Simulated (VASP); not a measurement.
C: single point with LDA

The system is C.

```
C
1.0
     0.00000    1.85006    1.76292
     1.85006    0.00000    1.76292
     1.85006    1.85006    0.00000
C
2
Direct
  0.50000 0.50000 0.50000
  0.75000 0.75000 0.75000
```

This cell differs from its parent crystal: volume 6.034 Å^3 an atom, c/a of the conventional cell 0.9529.

- Program: VASP 6.6.1
- Task: single point
- Functional: LDA
- Potentials or basis: VASP PAW LDA potentials, release 64 (C)
- Cutoff: 520 eV
- k mesh: 12 × 12 × 12
- Occupations: gaussian, width 0.05 eV
- Spin: no spin polarisation

```yaml
Pressure: -34.9 GPa
Band_gap_on_the_k_mesh: 2.83 eV, indirect (least direct gap 4.57 eV)
```

Stress tensor (GPa, compression positive):
```
-48.12   0.00   0.00
  0.00 -48.12   0.00
  0.00   0.00  -8.46
```

Levels at points of the mesh, in eV from the valence-band top:
| k point | band 2 | band 3 | band 4 | band 5 | band 6 | band 7 |
| --- | --- | --- | --- | --- | --- | --- |
| (0.00, 0.00, 0.00) | -0.66 | -0.66 | 0.00 | 4.57 | 5.14 | 5.14 |
| (0.50, 0.00, 0.00) | -13.13 | -3.46 | -2.68 | 6.97 | 7.49 | 8.60 |
| (0.50, 0.50, 0.00) | -12.14 | -6.80 | -6.80 | 3.42 | 3.42 | 15.41 |
| (0.50, 0.00, 0.50) | -12.85 | -6.12 | -6.12 | 4.50 | 4.50 | 15.08 |

Run time: 22 s on 1 thread of AMD EPYC 7R13 (shared host), peak memory 0.09 GiB.

 A k mesh can miss the band edges.
